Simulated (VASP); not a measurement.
## Ag: single point with PBE

Crystal: Ag.

```
Ag
1.0
     0.00000    2.07344    2.07344
     2.07344    0.00000    2.07344
     2.07344    2.07344    0.00000
Ag
1
Direct
  0.00000 0.00000 0.00000
```

```yaml
Program: VASP 6.6.1
Task: single point
Functional: PBE
Potentials_or_basis: VASP PAW PBE potentials, release 64 (Ag)
Cutoff: 520 eV
k_mesh: 13 × 13 × 13
Occupations: fermi-dirac, width 0.03 eV
Spin: no spin polarisation
Dipole_correction: no
Further_INCAR_settings: ALGO = Normal; EDIFF = 1e-07; NBANDS = 12
```

The pressure is -0.2 GPa.

Levels at points of the mesh, in eV from the Fermi level:
```csv
k point,band 3,band 4,band 5,band 6,band 7,band 8,band 9,band 10
"(0.00, 0.00, 0.00)",-4.85,-4.85,-3.89,-3.89,15.73,19.04,19.04,19.04
```

Wall time 17 s on 1 thread of Intel Xeon 8259CL (shared host), peak memory 0.15 GiB.
